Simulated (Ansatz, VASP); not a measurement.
# Two plane-wave programs on InSe

```
Se In
1.0
     4.22800    0.00000    0.00000
    -2.11400    3.66156    0.00000
     0.00000    0.00000   36.72119
Se In
2 2
Direct
  0.00000 0.00000 0.42665
  0.00000 0.00000 0.57332
  0.66667 0.33333 0.46193
  0.66667 0.33333 0.53804
```

Alike in both runs: task single point; functional PBE; dispersion D3(BJ); k mesh 9 × 9 × 1; occupations gaussian, width 0.02 eV; no spin polarisation.

```csv
,VASP,Ansatz
version,VASP 6.6.1,Ansatz 0.2.0
potentials or method,"VASP PAW PBE potentials, release 64 (Se, In_d), cutoff 520 eV","scalar-relativistic, plane waves, PAW"
valence electrons in the cell,38,58
```

VASP gave:

| Property | Result |
| --- | --- |
| gap on the k mesh at the Fermi level (eV) | 1.10 |
| least direct gap on the mesh (eV) | 1.15 |
| rms of the force components (eV/Å) | 0.343 |

Problem. Which values does Ansatz return?

Solution. gap on the k mesh at the Fermi level (eV): 1.11; least direct gap on the mesh (eV): 1.16; rms of the force components (eV/Å): 0.349.

VASP's potentials hold 38 valence electrons a cell and Ansatz's 58, so a difference there can come from the potentials and not from the codes.
